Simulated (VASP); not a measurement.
Runs of VASP 6.6.1 on Se. The structure is that of space group Pm-3m (No. 221), or close to it. The cells are those of the table. 

| task | cell | k mesh | cutoff (eV) | gap on the mesh (eV) | pressure (GPa) |
| --- | --- | --- | --- | --- | --- |
| single point | a = 2.671 Å, 1 atom | 16 × 16 × 16 | 520 | none | (a) |
| single point | a = 2.537 Å, 1 atom | 18 × 18 × 18 | 520 | none | 48.4 |
| single point | a = 2.583 Å, 1 atom | 18 × 18 × 18 | 520 | none | 35.8 |
| relaxation of shape and atoms at fixed volume | relaxed from a = 2.583 Å, 1 atom | 18 × 18 × 18 | 600 | none | 35.8 |
| single point | a = 2.753 Å, 1 atom | 16 × 16 × 16 | 520 | none | 7.1 |
| single point | a = 2.830 Å, angles 90.1°, 1 atom | 22 × 22 × 22 | 520 | none | 0.0 |
| single point | a = 2.439 Å, 1 atom | 18 × 18 × 18 | 520 | none | (b) |
| single point | a = 2.628 Å, 1 atom | 16 × 16 × 16 | 520 | none | 26.0 |
| single point | a = 2.868 Å, 1 atom | 16 × 16 × 16 | 520 | none | -2.5 |
| single point | a = 2.792 Å, 1 atom | 16 × 16 × 16 | 520 | none | (c) |
| single point | a = 2.489 Å, 1 atom | 18 × 18 × 18 | 520 | none | 64.3 |
| single point | a = 2.831 Å, 1 atom | 16 × 16 × 16 | 520 | none | 0.0 |

Alike in all rows: level PBE; potentials or basis VASP PAW PBE potentials, release 64 (Se); no spin polarisation; smearing gaussian 0.05 eV.

Q: Estimate the missing entries.

A: (a) 18.1; (b) 82.6; (c) 3.2.

Caveats: the relaxation stopped at its first step, so nothing moved (some runs).

A k mesh can miss the band edges, and the runs leave out spin-orbit coupling on Se.

A gap of «none» marks levels without a gap at the run's occupations.
